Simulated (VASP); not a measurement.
# Si (P6_3/mmc) in VASP: further runs

The runs below take Si through single point, with LDA.

Everything below comes from runs of VASP 6.6.1. Logs are shortened: lines on timing, memory, paths and dates and some standing lists are left out, and cuts for length are marked.

**1. The cell of the first run**

Symmetry: P6_3/mmc, No. 194, hexagonal system. Conventional cell: a = 3.661 Å, b = 3.661 Å, c = 6.782 Å, α = 90.00°, β = 90.00°, γ = 120.00°. Within 3.0 Å of Si (site symmetry 3m) lie 4 Si at 2.28 to 2.54 Å.

This isn't the form of Si at room conditions, which is diamond.

**2. Single point, LDA**

Contents of INCAR:

```
SYSTEM = Si
PREC = Accurate
ENCUT = 520
EDIFF = 1E-6
ISMEAR = 0
SIGMA = 0.03
LREAL = .False.
LASPH = .True.
NELM = 60
ALGO = Normal
ISIF = 2
LWAVE = .False.
LCHARG = .False.
GGA = CA
NBANDS = 16
```

Contents of KPOINTS:

```
Automatic mesh
0
Gamma
  12 12 6
  0 0 0
```

Contents of POSCAR:

```
Si
1.0
    3.6607427577      0.0000000000      0.0000000000
   -1.8303713789      3.1702962248      0.0000000000
    0.0000000000      0.0000000000      6.7822581071
Si
4
Direct
    0.3333333333      0.6666666667      0.0630360460
    0.6666666667      0.3333333333      0.5630360460
    0.3333333333      0.6666666667      0.4369639540
    0.6666666667      0.3333333333      0.9369639540
```

Potentials or basis: VASP PAW LDA potentials, release 64 (Si).

Run with:

```sh
cat potpaw_LDA.64/Si/POTCAR > POTCAR
mpirun -np 1 vasp_std > vasp.out
```

OUTCAR:

```text
SYSTEM = Si
   PREC = Accurate
   ENCUT = 520
   EDIFF = 1E-6
   ISMEAR = 0
   LREAL = .False.
   LASPH = .True.
   NELM = 60
   ISIF = 2
   GGA = CA

 ion  position               nearest neighbor table
   1  0.333  0.667  0.063-   4 2.28   4 2.28   4 2.28   3 2.54
   2  0.667  0.333  0.563-   3 2.28   3 2.28   3 2.28   4 2.54
   3  0.333  0.667  0.437-   2 2.28   2 2.28   2 2.28   1 2.54
   4  0.667  0.333  0.937-   1 2.28   1 2.28   1 2.28   2 2.54

  LATTYP: Found a hexagonal cell.
 ALAT       =     3.6607427577
 C/A-ratio  =     1.8527000000

  Lattice vectors:

 A1 = (   3.6607427577,   0.0000000000,   0.0000000000)
 A2 = (  -1.8303713789,   3.1702962248,   0.0000000000)
 A3 = (   0.0000000000,   0.0000000000,   6.7822581071)

Analysis of symmetry for initial positions (statically):
=====================================================================
 Subroutine PRICEL returns:
 Original cell was already a primitive cell.

 Routine SETGRP: Setting up the symmetry group for a
 hexagonal supercell.

 Subroutine GETGRP returns: Found 24 space group operations
 (whereof 12 operations were pure point group operations)
 out of a pool of 24 trial point group operations.

The static configuration has the point symmetry D_3d.
 The point group associated with its full space group is D_6h.

Analysis of symmetry for dynamics (positions and initial velocities):
=====================================================================
 Subroutine PRICEL returns:
 Original cell was already a primitive cell.

 Routine SETGRP: Setting up the symmetry group for a
 hexagonal supercell.

 Subroutine GETGRP returns: Found 24 space group operations
 (whereof 12 operations were pure point group operations)
 out of a pool of 24 trial point group operations.

The dynamic configuration has the point symmetry D_3d.
 The point group associated with its full space group is D_6h.

 Subroutine INISYM returns: Found 24 space group operations
 (whereof 12 operations are pure point group operations),
 and found     1 'primitive' translations

----------------------------------------------------------------------------------------

                                     Primitive cell

  volume of cell :      78.7124

  direct lattice vectors                    reciprocal lattice vectors
     3.660742758  0.000000000  0.000000000     0.273168607  0.157713969  0.000000000
    -1.830371379  3.170296225  0.000000000     0.000000000  0.315427938  0.000000000
     0.000000000  0.000000000  6.782258107     0.000000000  0.000000000  0.147443519

  length of vectors
     3.660742758  3.660742758  6.782258107     0.315427938  0.315427938  0.147443519

  position of ions in fractional coordinates (direct lattice)
     0.333333333  0.666666667  0.063036046
     0.666666667  0.333333333  0.563036046
     0.333333333  0.666666667  0.436963954
     0.666666667  0.333333333  0.936963954

  ion indices of the primitive-cell ions
   primitive index   ion index
                 1           1
                 2           2
                 3           3
                 4           4

----------------------------------------------------------------------------------------

 KPOINTS: Automatic mesh

Automatic generation of k-mesh.
 Grid dimensions read from file:
 generate k-points for:   12   12    6

 Generating k-lattice:

  Cartesian coordinates                     Fractional coordinates (reciprocal lattice)
     0.022764051  0.013142831  0.000000000     0.083333333 -0.000000000  0.000000000
     0.000000000  0.026285661  0.000000000     0.000000000  0.083333333  0.000000000
     0.000000000  0.000000000  0.024573920     0.000000000  0.000000000  0.166666667

  Length of vectors
     0.026285661  0.026285661  0.024573920

  Shift w.r.t. Gamma in fractional coordinates (k-lattice)
     0.000000000  0.000000000  0.000000000

 Subroutine IBZKPT returns following result:
 ===========================================

 Found     76 irreducible k-points:

 Following reciprocal coordinates:
            Coordinates               Weight
  0.000000  0.000000  0.000000      1.000000
  0.083333  0.000000  0.000000      6.000000
  0.166667  0.000000  0.000000      6.000000
  0.250000  0.000000  0.000000      6.000000
  0.333333 -0.000000  0.000000      6.000000
  0.416667  0.000000  0.000000      6.000000
[... 16 lines left out ...]
  0.250000  0.000000  0.166667     12.000000
  0.333333 -0.000000  0.166667     12.000000
 [... further k-points ...]
   k-points           NKPTS =     76   k-points in BZ     NKDIM =     76   number of bands    NBANDS=     16
   number of dos      NEDOS =    301   number of ions     NIONS =      4
   total plane-waves  NPLWV =  39200
   dimension x,y,z NGX =    28 NGY =   28 NGZ =   50
   dimension x,y,z NGXF=    56 NGYF=   56 NGZF=  100
   ions per type =               4
   NGX,Y,Z   is equivalent  to a cutoff of  12.72, 12.72, 12.26 a.u.
   NGXF,Y,Z  is equivalent  to a cutoff of  25.43, 25.43, 24.51 a.u.
 SYSTEM =  Si
   PREC   = accura    normal or accurate (medium, high low for compatibility)
   ISTART =      0    job   : 0-new  1-cont  2-samecut
   ICHARG =      2    charge: 1-file 2-atom 10-const
   ISPIN  =      1    spin polarized calculation?
   LNONCOLLINEAR =      F non collinear calculations
   LSORBIT =      F    spin-orbit coupling
   LASPH  =      T    aspherical Exc in radial PAW
   ENCUT  =  520.0 eV  38.22 Ry    6.18 a.u.   6.81  6.81 12.61*2*pi/ulx,y,z
   NELM   =     60;   NELMIN=  2; NELMDL= -5     # of ELM steps
   EDIFF  = 0.1E-05   stopping-criterion for ELM
   LREAL  =      F    real-space projection
   EDIFFG = 0.1E-04   stopping-criterion for IOM
   NSW    =      0    number of steps for IOM
   IBRION =     -1    ionic relax: 0-MD 1-quasi-New 2-CG
   NFREE  =      0    steps in history (QN), initial steepest desc. (CG)
   ISIF   =      2    stress and relaxation
   ISYM   =      2    0-nonsym 1-usesym 2-fastsym
   POTIM  = 0.5000    time-step for ionic-motion
   TEBEG  =    0.0;   TEEND  =   0.0 temperature during run
   PSTRESS=    0.0 pullay stress
   NELECT =      16.0000    total number of electrons
   NUPDOWN=      -1.0000    fix difference up-down
   EMIN   =  10.00;   EMAX   =-10.00  energy-range for DOS
   EFERMI =   0.00;   METHOD = LEGACY
   ISMEAR =     0;   SIGMA  =   0.03  broadening in eV -4-tet -1-fermi 0-gaus
   EFERMI_NEDOS =   21; number of points for ismear=-14 and -15
   IALGO  =     38    algorithm
   IMIX   =      4    mixing-type and parameters
     AMIX     =   0.40;   BMIX     =  1.00
     AMIX_MAG =   1.60;   BMIX_MAG =  1.00
  volume/ion in A,a.u.               =      19.68       132.79
  Fermi-wavevector in a.u.,A,eV,Ry     =   0.962573  1.818999 12.606436  0.926547
  Thomas-Fermi vector in A             =   2.092044
   LORBIT       =      0    0 simple, 1 ext, 2 COOP (PROOUT), +10 PAW based schemes
   GGA     = CA    functional components
   LHFCALC =     F    Hartree Fock is set to
   AEXX    =    0.0000 exact exchange contribution
   IVDW    =     0    specifies the selected vdW correction
   LEPSILON=     F    determine dielectric tensor
   LRPA    =     F    only Hartree local field effects (RPA)
 non-spin polarized calculation
 Gauss-broadening in eV      SIGMA  =   0.03
  energy-cutoff  :      520.00
  volume of cell :       78.71
 maximum number of plane-waves:      2140
 NGX is ok and might be reduce to    28

 number of electron      16.0000000 magnetization

 Free energy of the ion-electron system (eV)
  ---------------------------------------------------
  ext. energy  EPLUGINS =         0.00000000
  ---------------------------------------------------
  free energy    TOTEN  =       -23.36405124 eV

  energy without entropy =      -23.36405124  energy(sigma->0) =      -23.36405124

 E-fermi :   6.3971     XC(G=0):  -9.6686

 val. band max:        6.2878352644   @ k =   0.0000   0.0000   0.0000
 cond. band min:       6.5108151100   @ k =   0.5000   0.0000   0.3333
 fundamental gap:      0.2229798456
 Fermi energy:         6.3971271648

 k-point     1 :       0.0000    0.0000    0.0000
  band No.  band energies     occupation
      1      -6.1826      2.00000
      2      -4.5340      2.00000
      3      -1.0108      2.00000
      4       5.2786      2.00000
      5       5.2786      2.00000
      6       5.5123      2.00000
[... 8 lines left out ...]
     15      10.5133      0.00000
     16      12.7585      0.00000

 k-point     2 :       0.0833    0.0000    0.0000
  band No.  band energies     occupation
      1      -6.0913      2.00000
      2      -4.4421      2.00000
      3      -0.9431      2.00000
      4       4.5385      2.00000
      5       5.0730      2.00000
      6       5.4830      2.00000
[... 8 lines left out ...]
     15      11.1845      0.00000
     16      12.0031      0.00000

 k-point     3 :       0.1667    0.0000    0.0000
  band No.  band energies     occupation
      1      -5.8194      2.00000
      2      -4.1682      2.00000
      3      -0.7584      2.00000
      4       3.1870      2.00000
      5       4.3026      2.00000
      6       4.6300      2.00000
[... 8 lines left out ...]
     15      11.6348      0.00000
     16      12.3711      0.00000

 k-point     4 :       0.2500    0.0000    0.0000
  band No.  band energies     occupation
      1      -5.3738      2.00000
      2      -3.7183      2.00000
      3      -0.5563      2.00000
      4       1.9044      2.00000
      5       2.8633      2.00000
      6       4.1750      2.00000
[... 8 lines left out ...]
     15      12.8495      0.00000
     16      12.8714      0.00000
[... 324 lines left out ...]
 k-point    22 :       0.1667    0.0000    0.1667
  band No.  band energies     occupation
      1      -5.7472      2.00000
      2      -4.3600      2.00000
      3      -0.4180      2.00000
      4       3.2513      2.00000
      5       3.9593      2.00000
      6       4.6838      2.00000
[... 8 lines left out ...]
     15      11.4855      0.00000
     16      12.4900      0.00000

 k-point    23 :       0.2500    0.0000    0.1667
  band No.  band energies     occupation
      1      -5.3019      2.00000
      2      -3.9132      2.00000
      3      -0.2402      2.00000
      4       1.9957      2.00000
      5       2.6565      2.00000
      6       4.2299      2.00000
[... 8 lines left out ...]
     15      12.6502      0.00000
     16      12.9971      0.00000

 k-point    24 :       0.3333   -0.0000    0.1667
  band No.  band energies     occupation
      1      -4.7016      2.00000
      2      -3.3112      2.00000
      3      -0.5237      2.00000
      4       1.3056      2.00000
      5       1.4307      2.00000
      6       3.8684      2.00000
[... 8 lines left out ...]
     15      13.3641      0.00000
     16      13.7789      0.00000

 [... further k-points ...]

------------------------ aborting loop because EDIFF is reached ----------------------------------------

  FORCE on cell =-STRESS in cart. coord.  units (eV):
  Direction    XX          YY          ZZ          XY          YZ          ZX
  --------------------------------------------------------------------------------------
  -------------------------------------------------------------------------------------
  Total        4.4278190      4.4278190     -6.5259886     -0.0000000      0.0000000      0.0000000
  in kB       90.1274480     90.1274480   -132.8353071     -0.0000000      0.0000000      0.0000000
  external PRESSURE =      15.8065296 kB  Pullay stress =       0.0000000 kB

 VOLUME and BASIS-vectors are now :
 -----------------------------------------------------------------------------
  energy-cutoff  :      520.00
  volume of cell :       78.71
      direct lattice vectors                 reciprocal lattice vectors
     3.660742758  0.000000000  0.000000000     0.273168607  0.157713969  0.000000000
    -1.830371379  3.170296225  0.000000000     0.000000000  0.315427938  0.000000000
     0.000000000  0.000000000  6.782258107     0.000000000  0.000000000  0.147443519

 POSITION                                       TOTAL-FORCE (eV/Angst)
 -----------------------------------------------------------------------------------
     -0.00000      2.11353      0.42753         0.000000     -0.000000      0.864054
      1.83037      1.05677      3.81866         0.000000      0.000000      0.864054
     -0.00000      2.11353      2.96360         0.000000     -0.000000     -0.864054
      1.83037      1.05677      6.35473        -0.000000      0.000000     -0.864054
 -----------------------------------------------------------------------------------
    total drift:                               -0.000000      0.000000     -0.000000

  FREE ENERGIE OF THE ION-ELECTRON SYSTEM (eV)
  ---------------------------------------------------
  free  energy   TOTEN  =       -23.3640512393 eV

  energy  without entropy=      -23.3640512392  energy(sigma->0) =      -23.36405124
```

It took 2.3 min on 1 thread of Intel Xeon 8259CL, shared host; peak memory 0.19 GiB.

What came out:

```yaml
Free_energy: -23.3641 eV
Pressure: 1.6 GPa
Largest_force: 0.864 eV/Å
Band_gap_on_the_k_mesh: 0.22 eV (least direct gap 0.32 eV)
```

Forces in eV/Å, atoms in the order of the input:
```
Si   0.000  0.000  0.864
Si   0.000  0.000  0.864
Si   0.000  0.000 -0.864
Si   0.000  0.000 -0.864
```

Levels at points of the mesh, in eV from the valence-band top:
```tsv
k point	band 6	band 7	band 8	band 9	band 10	band 11
(0.00, 0.00, 0.00)	-0.78	0.00	0.00	0.32	2.17	2.53
(0.50, 0.00, 0.00)	-3.00	-2.78	-1.67	0.67	2.09	2.48
(0.00, 0.00, 0.50)	-0.58	-0.58	-0.58	2.60	2.60	3.24
(0.50, 0.00, 0.50)	-2.85	-2.31	-2.31	0.44	0.44	1.39
```

 A k mesh can miss the band edges.

**3. Single point, LDA**

This run uses another cell than the first one, of the same volume but with other edges.

Contents of INCAR:

```
SYSTEM = Si
  PREC = Accurate
  ENCUT = 520
  EDIFF = 1E-6
  ISMEAR = 0
  SIGMA = 0.03
  LREAL = .False.
  LASPH = .True.
  NELM = 100
  ALGO = Normal
  ISIF = 2
  LWAVE = .False.
  LCHARG = .True.
  LELF = .True.
  LVHAR = .True.
  NBANDS = 16
```

Contents of KPOINTS:

```
regular mesh
0
Gamma
  12 12 6
  0 0 0
```

Contents of POSCAR:

```
Si
1.0
    4.0291929185      0.0000000000      0.0000000000
   -2.0145964593      3.4893834241      0.0000000000
    0.0000000000      0.0000000000      5.5985635602
Si
4
Direct
    0.3333333333      0.6666666667      0.0582655800
    0.6666666667      0.3333333333      0.5582655800
    0.3333333333      0.6666666667      0.4417344200
    0.6666666667      0.3333333333      0.9417344200
```

Potentials or basis: VASP PAW LDA potentials, release 64 (Si).

Run with:

```sh
cat potpaw_LDA.64/Si/POTCAR > POTCAR
mpirun -np 1 vasp_std > vasp.out
```

Run time: 2.1 min. Hardware: 1 thread of Intel Xeon 8259CL, shared host; peak memory 0.19 GiB.

The run converged. Its results:

| Item | Value |
| --- | --- |
| Free energy | -22.7432 eV |
| Pressure | 3.2 GPa |
| Largest force | 2.010 eV/Å |
| Band gap on the k mesh | zero (bands 8 and 9 overlap by 0.68 eV) |

Forces in eV/Å, atoms in the order of the input:
```
Si   0.000  0.000 -2.010
Si   0.000  0.000 -2.010
Si   0.000  0.000  2.010
Si   0.000  0.000  2.010
```

Stress tensor (GPa, compression positive):
```
-10.58   0.00   0.00
  0.00 -10.58   0.00
  0.00   0.00  30.78
```

Levels at points of the mesh, in eV from the Fermi level:
```csv
k point,band 5,band 6,band 7,band 8,band 9,band 10,band 11,band 12
"(0.00, 0.00, 0.00)",-2.19,-0.68,0.09,0.41,0.41,1.35,1.35,3.06
"(0.50, 0.00, 0.00)",-4.65,-3.49,-2.95,-0.77,-0.27,2.80,2.90,3.69
"(0.00, 0.00, 0.50)",-1.29,-1.29,-1.29,-1.29,0.83,0.83,2.73,2.73
"(0.50, 0.00, 0.50)",-2.54,-2.54,-1.47,-1.47,0.99,0.99,2.91,2.91
```

Caveat: the cell stands under pressure; semilocal functionals underestimate gaps, so a narrow gap can read as zero; forces of over 1 eV/Å act on the atoms, so gaps and moduli don't describe the material at rest.

**4. Single point, LDA**

Contents of INCAR:

```
SYSTEM = Si
  ALGO = Normal
  EDIFF = 1E-6
  ENCUT = 520
  ISIF = 2
  ISMEAR = 0
  LASPH = .True.
  LCHARG = .False.
  LREAL = .False.
  LWAVE = .False.
  NBANDS = 16
  NELM = 80
  PREC = Accurate
  SIGMA = 0.03
```

Contents of KPOINTS:

```
k-points
0
Gamma
  12 12 6
  0 0 0
```

Contents of POSCAR:

```
Si
1.0
    3.6607427577      0.0000000000      0.0000000000
   -1.8303713789      3.1702962248      0.0000000000
    0.0000000000      0.0000000000      6.7822581071
Si
4
Direct
    0.3333333333      0.6666666667      0.0821179099
    0.6666666667      0.3333333333      0.5821179099
    0.3333333333      0.6666666667      0.4178820901
    0.6666666667      0.3333333333      0.9178820901
```

Run with:

```sh
cat potpaw_LDA.64/Si/POTCAR > POTCAR
mpirun -np 1 vasp_std > vasp.out
```

Wall time 2.4 min (1 thread of Intel Xeon 8259CL, shared host); peak memory 0.2 GiB.

The run converged. Its results:

```yaml
Free_energy: -23.0579 eV
Pressure: -1.9 GPa
Largest_force: 2.209 eV/Å
Band_gap_on_the_k_mesh: zero (bands 8 and 9 overlap by 1.11 eV)
```

Forces on the atoms (eV/Å):
```
Si   0.000  0.000 -2.209
Si   0.000  0.000 -2.209
Si   0.000  0.000  2.209
Si   0.000  0.000  2.209
```

Stress tensor (GPa, compression positive):
```
 1.17  0.00  0.00
 0.00  1.17  0.00
 0.00  0.00 -8.12
```

Levels at points of the mesh, in eV from the Fermi level:
| k point | band 4 | band 5 | band 6 | band 7 | band 8 | band 9 | band 10 | band 11 | band 12 | band 13 |
| --- | --- | --- | --- | --- | --- | --- | --- | --- | --- | --- |
| (0.00, 0.00, 0.00) | -2.08 | -0.70 | -0.70 | 0.71 | 0.78 | 0.78 | 2.21 | 2.21 | 2.36 | 4.33 |
| (0.50, 0.00, 0.00) | -6.06 | -5.30 | -3.82 | -2.50 | -0.96 | 0.90 | 1.32 | 2.36 | 2.43 | 3.45 |
| (0.00, 0.00, 0.50) | -5.61 | -0.16 | -0.16 | -0.16 | -0.16 | 2.81 | 2.81 | 3.36 | 3.36 | 3.36 |
| (0.50, 0.00, 0.50) | -7.25 | -3.42 | -3.42 | -1.92 | -1.92 | 0.01 | 0.01 | 1.82 | 1.82 | 4.75 |

Caveat: forces of over 1 eV/Å act on the atoms, so gaps and moduli don't describe the material at rest.

**5. Summary**

| cell | gap on the mesh (eV) | pressure (GPa) | largest force (eV/Å) |
| --- | --- | --- | --- |
| a = 3.661, b = 3.661, c = 6.782 Å, angles 90.0, 90.0, 120.0°, 4 atoms, atomic positions A | 0.22 | 1.6 | 0.86 |
| a = 4.029, b = 4.029, c = 5.599 Å, angles 90.0, 90.0, 120.0°, 4 atoms, atomic positions B | none | 3.2 | 2.01 |
| a = 3.661, b = 3.661, c = 6.782 Å, angles 90.0, 90.0, 120.0°, 4 atoms, atomic positions C | none | -1.9 | 2.21 |

Alike in all rows: task single point; level LDA; potentials or basis VASP PAW LDA potentials, release 64 (Si); no spin polarisation; k mesh 12 × 12 × 6; cutoff (eV) 520; smearing gaussian 0.03 eV.

Caveats: forces of over 1 eV/Å act on the atoms, so gaps and moduli don't describe the material at rest (at least some runs); the cell stands under pressure (at least some runs); semilocal functionals underestimate gaps, so a narrow gap can read as zero (at least some runs).

Absolute energies hang on the potentials; compare differences alone.
